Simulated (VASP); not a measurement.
Ag, 1 atom in the cell. It takes space group Fm-3m (No. 225, cubic). The conventional cell has a = 4.090 Å, b = 4.090 Å, c = 4.090 Å, α = 90.00°, β = 90.00°, γ = 90.00°. Within 3.8 Å of Ag (site symmetry m-3m) lie 12 Ag at 2.89 Å. 

| Item | Value |
| --- | --- |
| Program | VASP 6.6.1 |
| Task | relaxation of cell and atoms |
| Functional | PBEsol |
| Potentials or basis | VASP PAW PBE potentials, release 64 (Ag) |
| Cutoff | 600 eV |
| k mesh | 24 × 24 × 24 |
| Occupations | gaussian, width 0.1 eV |
| Spin | no spin polarisation |
| Dipole correction | no |
| Further INCAR settings | ALGO = Fast; EDIFF = 1e-06; IBRION = 2; EDIFFG = -0.003; NSW = 80; ISIF = 3 |

Potentials or basis: VASP PAW PBE potentials, release 64 (Ag).

Command:

```sh
$ cat potpaw_PBE.64/Ag/POTCAR > POTCAR
$ mpirun -np 1 vasp_std > vasp.out
```

Hardware: 1 thread of Intel(R) Xeon(R) 6975P-C (Granite Rapids) (shared host).

Question: How long does it take, and how much memory?

Answer: Wall time 110 s on 1 thread of Intel(R) Xeon(R) 6975P-C (Granite Rapids) (shared host), peak memory 0.23 GiB. Counts: scf iterations 58, k points 413, ion steps 14.
